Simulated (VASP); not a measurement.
# Ca3Lu (Pm-3m) in VASP: further runs

The runs below take Ca3Lu through single point, with PBE.

Everything below comes from runs of VASP 6.6.1. Logs are shortened: lines on timing, memory, paths and dates and some standing lists are left out, and cuts for length are marked.

## Step 1: The cell of the first run

Symmetry: Pm-3m, No. 221, cubic system. Conventional cell: a = 4.845 Å, b = 4.845 Å, c = 4.845 Å, α = 90.00°, β = 90.00°, γ = 90.00°. Lu (site symmetry m-3m) has 12 Ca at 3.43 Å within 4.5 Å. Ca (site symmetry 4/mmm) has 4 Lu at 3.43 Å and 8 Ca at 3.43 Å within 4.5 Å.

## Step 2: Single point, PBE

File INCAR:

```
SYSTEM = Ca3Lu
PREC     = Accurate       ! precision mode
ENCUT    = 520            ! plane-wave cutoff, eV
EDIFF    = 1E-6           ! SCF threshold, eV
ISMEAR   = -1             ! smearing method
SIGMA    = 0.05           ! smearing width, eV
LREAL    = .FALSE.        ! projectors in reciprocal space
LASPH    = .TRUE.         ! aspherical terms in the spheres
NELM     = 80             ! most SCF steps
ALGO     = Normal         ! electronic algorithm
ISIF     = 2              ! what is computed and relaxed
LWAVE    = .FALSE.        ! write WAVECAR
LCHARG   = .TRUE.         ! write CHGCAR
GGA      = PE             ! functional
LELF     = .TRUE.         ! ELF
LVHAR    = .TRUE.       
NBANDS   = 36             ! bands
```

File KPOINTS:

```
regular mesh
0
G
  5 5 5
  0 0 0
```

File POSCAR:

```
Ca3Lu
1.0
    4.8451790135      0.0000000000      0.0000000000
    0.0000000000      4.8451790135      0.0000000000
    0.0000000000      0.0000000000      4.8451790135
Lu Ca
1 3
Direct
    0.5000000000      0.5000000000      0.5000000000
    0.0000000000      0.0000000000      0.5000000000
    0.0000000000      0.5000000000      0.0000000000
    0.5000000000      0.0000000000      0.0000000000
```

Potentials or basis: VASP PAW PBE potentials, release 64 (Lu, Ca_sv).

Command:

```bash
> cat potpaw_PBE.64/Lu/POTCAR potpaw_PBE.64/Ca_sv/POTCAR > POTCAR
> mpirun -np 1 vasp_std > vasp.out
```

OUTCAR:

```text
SYSTEM = Ca3Lu
   PREC = Accurate
   ENCUT = 520
   EDIFF = 1E-6
   ISMEAR = -1
   LREAL = .FALSE.
   LASPH = .TRUE.
   NELM = 80
   ISIF = 2
   GGA = PE

 ion  position               nearest neighbor table
   1  0.500  0.500  0.500-   2 3.43   3 3.43   4 3.43   3 3.43   4 3.43   2 3.43   4 3.43   4 3.43
                             2 3.43   3 3.43   3 3.43   2 3.43
   2  0.000  0.000  0.500-   1 3.43   1 3.43   1 3.43   1 3.43
   3  0.000  0.500  0.000-   1 3.43   1 3.43   1 3.43   1 3.43
   4  0.500  0.000  0.000-   1 3.43   1 3.43   1 3.43   1 3.43

  LATTYP: Found a simple cubic cell.
 ALAT       =     4.8451790135

  Lattice vectors:

 A1 = (   4.8451790135,   0.0000000000,   0.0000000000)
 A2 = (   0.0000000000,   4.8451790135,   0.0000000000)
 A3 = (   0.0000000000,   0.0000000000,   4.8451790135)

Analysis of symmetry for initial positions (statically):
=====================================================================
 Subroutine PRICEL returns:
 Original cell was already a primitive cell.

 Routine SETGRP: Setting up the symmetry group for a
 simple cubic supercell.

 Subroutine GETGRP returns: Found 48 space group operations
 (whereof 48 operations were pure point group operations)
 out of a pool of 48 trial point group operations.

The static configuration has the point symmetry O_h .

Analysis of symmetry for dynamics (positions and initial velocities):
=====================================================================
 Subroutine PRICEL returns:
 Original cell was already a primitive cell.

 Routine SETGRP: Setting up the symmetry group for a
 simple cubic supercell.

 Subroutine GETGRP returns: Found 48 space group operations
 (whereof 48 operations were pure point group operations)
 out of a pool of 48 trial point group operations.

The dynamic configuration has the point symmetry O_h .

 Subroutine INISYM returns: Found 48 space group operations
 (whereof 48 operations are pure point group operations),
 and found     1 'primitive' translations

----------------------------------------------------------------------------------------

                                     Primitive cell

  volume of cell :     113.7443

  direct lattice vectors                    reciprocal lattice vectors
     4.845179014  0.000000000  0.000000000     0.206390723  0.000000000  0.000000000
     0.000000000  4.845179014  0.000000000     0.000000000  0.206390723  0.000000000
     0.000000000  0.000000000  4.845179014     0.000000000  0.000000000  0.206390723

  length of vectors
     4.845179014  4.845179014  4.845179014     0.206390723  0.206390723  0.206390723

  position of ions in fractional coordinates (direct lattice)
     0.500000000  0.500000000  0.500000000
     0.000000000  0.000000000  0.500000000
     0.000000000  0.500000000  0.000000000
     0.500000000  0.000000000  0.000000000

  ion indices of the primitive-cell ions
   primitive index   ion index
                 1           1
                 2           2
                 3           3
                 4           4

----------------------------------------------------------------------------------------

 KPOINTS: regular mesh

Automatic generation of k-mesh.
 Grid dimensions read from file:
 generate k-points for:    5    5    5

 Generating k-lattice:

  Cartesian coordinates                     Fractional coordinates (reciprocal lattice)
     0.041278145  0.000000000  0.000000000     0.200000000  0.000000000  0.000000000
     0.000000000  0.041278145  0.000000000     0.000000000  0.200000000  0.000000000
     0.000000000  0.000000000  0.041278145     0.000000000  0.000000000  0.200000000

  Length of vectors
     0.041278145  0.041278145  0.041278145

  Shift w.r.t. Gamma in fractional coordinates (k-lattice)
     0.000000000  0.000000000  0.000000000

 Subroutine IBZKPT returns following result:
 ===========================================

 Found     10 irreducible k-points:

 Following reciprocal coordinates:
            Coordinates               Weight
  0.000000  0.000000  0.000000      1.000000
  0.200000  0.000000  0.000000      6.000000
  0.400000  0.000000  0.000000      6.000000
  0.200000  0.200000  0.000000     12.000000
  0.400000  0.200000  0.000000     24.000000
  0.400000  0.400000  0.000000     12.000000
  0.200000  0.200000  0.200000      8.000000
  0.400000  0.200000  0.200000     24.000000
  0.400000  0.400000  0.200000     24.000000
  0.400000  0.400000  0.400000      8.000000
   k-points           NKPTS =     10   k-points in BZ     NKDIM =     10   number of bands    NBANDS=     36
   number of dos      NEDOS =    301   number of ions     NIONS =      4
   total plane-waves  NPLWV =  46656
   dimension x,y,z NGX =    36 NGY =   36 NGZ =   36
   dimension x,y,z NGXF=    72 NGYF=   72 NGZF=   72
   ions per type =               1   3
   NGX,Y,Z   is equivalent  to a cutoff of  12.35, 12.35, 12.35 a.u.
   NGXF,Y,Z  is equivalent  to a cutoff of  24.70, 24.70, 24.70 a.u.
 SYSTEM =  Ca3Lu
   PREC   = accura    normal or accurate (medium, high low for compatibility)
   ISTART =      0    job   : 0-new  1-cont  2-samecut
   ICHARG =      2    charge: 1-file 2-atom 10-const
   ISPIN  =      1    spin polarized calculation?
   LNONCOLLINEAR =      F non collinear calculations
   LSORBIT =      F    spin-orbit coupling
   LASPH  =      T    aspherical Exc in radial PAW
   ENCUT  =  520.0 eV  38.22 Ry    6.18 a.u.   9.01  9.01  9.01*2*pi/ulx,y,z
   NELM   =     80;   NELMIN=  2; NELMDL= -5     # of ELM steps
   EDIFF  = 0.1E-05   stopping-criterion for ELM
   LREAL  =      F    real-space projection
   EDIFFG = 0.1E-04   stopping-criterion for IOM
   NSW    =      0    number of steps for IOM
   IBRION =     -1    ionic relax: 0-MD 1-quasi-New 2-CG
   NFREE  =      0    steps in history (QN), initial steepest desc. (CG)
   ISIF   =      2    stress and relaxation
   ISYM   =      2    0-nonsym 1-usesym 2-fastsym
   POTIM  = 0.5000    time-step for ionic-motion
   TEBEG  =    0.0;   TEEND  =   0.0 temperature during run
   PSTRESS=    0.0 pullay stress
   NELECT =      55.0000    total number of electrons
   NUPDOWN=      -1.0000    fix difference up-down
   EMIN   =  10.00;   EMAX   =-10.00  energy-range for DOS
   EFERMI =   0.00;   METHOD = LEGACY
   ISMEAR =    -1;   SIGMA  =   0.05  broadening in eV -4-tet -1-fermi 0-gaus
   EFERMI_NEDOS =   21; number of points for ismear=-14 and -15
   IALGO  =     38    algorithm
   IMIX   =      4    mixing-type and parameters
     AMIX     =   0.40;   BMIX     =  1.00
     AMIX_MAG =   1.60;   BMIX_MAG =  1.00
  volume/ion in A,a.u.               =      28.44       191.90
  Fermi-wavevector in a.u.,A,eV,Ry     =   1.284949  2.428202 22.464498  1.651094
  Thomas-Fermi vector in A             =   2.417112
   LORBIT       =      0    0 simple, 1 ext, 2 COOP (PROOUT), +10 PAW based schemes
   GGA     = PE    functional components
   LHFCALC =     F    Hartree Fock is set to
   AEXX    =    0.0000 exact exchange contribution
   IVDW    =     0    specifies the selected vdW correction
   LEPSILON=     F    determine dielectric tensor
   LRPA    =     F    only Hartree local field effects (RPA)
 non-spin polarized calculation
  energy-cutoff  :      520.00
  volume of cell :      113.74
 maximum number of plane-waves:      3071
   NGX = 19   NGY = 19   NGZ = 19

 number of electron      55.0000023 magnetization

 Free energy of the ion-electron system (eV)
  ---------------------------------------------------
  ext. energy  EPLUGINS =         0.00000000
  ---------------------------------------------------
  free energy    TOTEN  =        -8.64697852 eV

  energy without entropy =       -8.58607340  energy(sigma->0) =       -8.61652596

 E-fermi :   3.4874     XC(G=0):  -9.4971

 val. band max:        3.4806123586   @ k =   0.2000   0.2000   0.0000
 cond. band min:       3.4932472230   @ k =   0.2000   0.0000   0.0000
 fundamental gap:      0.0126348644
 Fermi energy:         3.4874098445

 k-point     1 :       0.0000    0.0000    0.0000
  band No.  band energies     occupation
      1     -53.2163      2.00000
      2     -37.5098      2.00000
      3     -37.4307      2.00000
      4     -37.4307      2.00000
      5     -23.8880      2.00000
      6     -23.8880      2.00000
[... 28 lines left out ...]
     35       6.1887      0.00000
     36       6.1887      0.00000

 k-point     2 :       0.2000    0.0000    0.0000
  band No.  band energies     occupation
      1     -53.2163      2.00000
      2     -37.5032      2.00000
      3     -37.4373      2.00000
      4     -37.4306      2.00000
      5     -23.8885      2.00000
      6     -23.8873      2.00000
[... 28 lines left out ...]
     35       6.3608      0.00000
     36       6.3608      0.00000

 k-point     3 :       0.4000    0.0000    0.0000
  band No.  band energies     occupation
      1     -53.2163      2.00000
      2     -37.4879      2.00000
      3     -37.4527      2.00000
      4     -37.4304      2.00000
      5     -23.8892      2.00000
      6     -23.8861      2.00000
[... 28 lines left out ...]
     35       6.5196      0.00000
     36       6.8528      0.00000
[... 196 lines left out ...]
 k-point     9 :       0.4000    0.4000    0.2000
  band No.  band energies     occupation
      1     -53.2162      2.00000
      2     -37.4675      2.00000
      3     -37.4542      2.00000
      4     -37.4485      2.00000
      5     -23.8926      2.00000
      6     -23.8920      2.00000
[... 28 lines left out ...]
     35       5.9298      0.00000
     36       6.2234      0.00000

 k-point    10 :       0.4000    0.4000    0.4000
  band No.  band energies     occupation
      1     -53.2162      2.00000
      2     -37.4616      2.00000
      3     -37.4540      2.00000
      4     -37.4540      2.00000
      5     -23.8941      2.00000
      6     -23.8941      2.00000
[... 28 lines left out ...]
     35       6.0999      0.00000
     36       6.1764      0.00000

------------------------ aborting loop because EDIFF is reached ----------------------------------------

  FORCE on cell =-STRESS in cart. coord.  units (eV):
  Direction    XX          YY          ZZ          XY          YZ          ZX
  --------------------------------------------------------------------------------------
  -------------------------------------------------------------------------------------
  Total        7.1473306      7.1473306      7.1473306     -0.0000000     -0.0000000      0.0000000
  in kB      100.6757720    100.6757720    100.6757720     -0.0000000     -0.0000000      0.0000000
  external PRESSURE =     100.6757720 kB  Pullay stress =       0.0000000 kB

 VOLUME and BASIS-vectors are now :
 -----------------------------------------------------------------------------
  energy-cutoff  :      520.00
  volume of cell :      113.74
      direct lattice vectors                 reciprocal lattice vectors
     4.845179014  0.000000000  0.000000000     0.206390723  0.000000000  0.000000000
     0.000000000  4.845179014  0.000000000     0.000000000  0.206390723  0.000000000
     0.000000000  0.000000000  4.845179014     0.000000000  0.000000000  0.206390723

 POSITION                                       TOTAL-FORCE (eV/Angst)
 -----------------------------------------------------------------------------------
      2.42259      2.42259      2.42259         0.000000      0.000000      0.000000
      0.00000      0.00000      2.42259         0.000000      0.000000      0.000000
      0.00000      2.42259      0.00000         0.000000      0.000000      0.000000
      2.42259      0.00000      0.00000         0.000000      0.000000      0.000000
 -----------------------------------------------------------------------------------
    total drift:                                0.000000      0.000000      0.000000

  FREE ENERGIE OF THE ION-ELECTRON SYSTEM (eV)
  ---------------------------------------------------
  free  energy   TOTEN  =        -8.6469785174 eV

  energy  without entropy=       -8.5860734008  energy(sigma->0) =       -8.61652596
```

It took 17 s on 1 thread of Intel Xeon 6975P-C (Granite Rapids), shared host; peak memory 0.22 GiB.

Results:

```yaml
Free_energy: -8.6470 eV
Pressure: 10.1 GPa
Band_gap_on_the_k_mesh: zero (an odd number of electrons rules out a gap without spin polarisation)
```

Levels at points of the mesh, in eV from the Fermi level:
```
           k point  band 23  band 24  band 25  band 26  band 27  band 28  band 29  band 30  band 31  band 32
(0.00, 0.00, 0.00)    -5.43    -5.16    -1.43    -1.43    -1.18    -0.17    -0.17    -0.17     2.02     2.02
```

Caveat: the cell stands under pressure; spin-orbit coupling is left out, which moves the levels of the heavy elements.

## Step 3: Single point, PBE

This run uses another cell than the first one, of 32.32 Å³/atom.

File INCAR:

```
PREC = Accurate ; ENCUT = 520
EDIFF = 1E-7 ; ISMEAR = -1
SIGMA = 0.05 ; LREAL = F
LASPH = T ; NELM = 100
ALGO = Normal ; ISIF = 2
LWAVE = F ; LCHARG = T
GGA = PE ; LELF = T
LVHAR = T ; NBANDS = 36
```

File KPOINTS:

```
Automatic mesh
0
Gamma
  5 5 5
```

File POSCAR:

```
Ca3Lu
1.0
    5.0562887891      0.0000000000      0.0000000000
    0.0000000000      5.0562887891      0.0000000000
    0.0000000000      0.0000000000      5.0562887891
Lu Ca
1 3
Direct
    0.5000000000      0.5000000000      0.5000000000
    0.0000000000      0.0000000000      0.5000000000
    0.0000000000      0.5000000000      0.0000000000
    0.5000000000      0.0000000000      0.0000000000
```

Potentials or basis: VASP PAW PBE potentials, release 64 (Lu, Ca_sv).

Command:

```bash
> cat potpaw_PBE.64/Lu/POTCAR potpaw_PBE.64/Ca_sv/POTCAR > POTCAR
> mpirun -np 1 vasp_std > vasp.out
```

Wall time 29 s (1 thread of Intel Xeon 6975P-C (Granite Rapids), shared host); peak memory 0.26 GiB.

The run converged. Its results:

```yaml
Free_energy: -9.3626 eV
Pressure: 5.0 GPa
Band_gap_on_the_k_mesh: zero (an odd number of electrons rules out a gap without spin polarisation)
```

Levels at points of the mesh, in eV from the Fermi level:
```tsv
k point	band 23	band 24	band 25	band 26	band 27	band 28	band 29	band 30	band 31	band 32
(0.00, 0.00, 0.00)	-5.70	-4.94	-1.18	-1.18	-1.00	-0.01	-0.01	-0.01	1.53	1.53
```

Caveat: the cell stands under pressure; spin-orbit coupling is left out, which moves the levels of the heavy elements.

## Step 4: Single point, PBE

This run uses another cell than the first one, of 35.53 Å³/atom.

File INCAR:

```
SYSTEM = Ca3Lu
  PREC = Accurate
  ENCUT = 520
  EDIFF = 1E-6
  ISMEAR = -1
  SIGMA = 0.05
  LREAL = .FALSE.
  LASPH = .TRUE.
  NELM = 60
  ALGO = Normal
  ISIF = 2
  LWAVE = .FALSE.
  LCHARG = .FALSE.
  GGA = PE
  NBANDS = 36
```

File KPOINTS:

```
regular mesh
0
G
  5 5 5
  0 0 0
```

File POSCAR:

```
Ca3Lu
1.0
    5.2184379345      0.0000000000      0.0000000000
    0.0000000000      5.2184379345      0.0000000000
    0.0000000000      0.0000000000      5.2184379345
Lu Ca
1 3
Direct
    0.5000000000      0.5000000000      0.5000000000
    0.0000000000      0.0000000000      0.5000000000
    0.0000000000      0.5000000000      0.0000000000
    0.5000000000      0.0000000000      0.0000000000
```

Command:

```bash
> cat potpaw_PBE.64/Lu/POTCAR potpaw_PBE.64/Ca_sv/POTCAR > POTCAR
> mpirun -np 1 vasp_std > vasp.out
```

Run time: 26 s. Hardware: 1 thread of Intel Xeon 6975P-C (Granite Rapids), shared host; peak memory 0.26 GiB.

It converged, with:

| Property | Result |
| --- | --- |
| Free energy | -9.6441 eV |
| Pressure | 2.1 GPa |
| Band gap on the k mesh | zero (an odd number of electrons rules out a gap without spin polarisation) |

Levels at points of the mesh, in eV from the Fermi level:
```csv
k point,band 25,band 26,band 27,band 28,band 29,band 30
"(0.00, 0.00, 0.00)",-1.00,-1.00,-0.87,0.11,0.11,0.11
```

Caveat: spin-orbit coupling is left out, which moves the levels of the heavy elements.

## Step 5: Overview

```tsv
cell	gap on the mesh (eV)	pressure (GPa)
a = 4.845 Å, 4 atoms	none	10.1
a = 5.056 Å, 4 atoms	none	5.0
a = 5.218 Å, 4 atoms	none	2.1
```

Alike in all rows: task single point; level PBE; potentials or basis VASP PAW PBE potentials, release 64 (Lu, Ca_sv); no spin polarisation; k mesh 5 × 5 × 5; cutoff (eV) 520; smearing fermi-dirac 0.05 eV.

Caveats: spin-orbit coupling is left out, which moves the levels of the heavy elements; the cell stands under pressure (at least some runs).

Absolute energies hang on the potentials; compare differences alone.
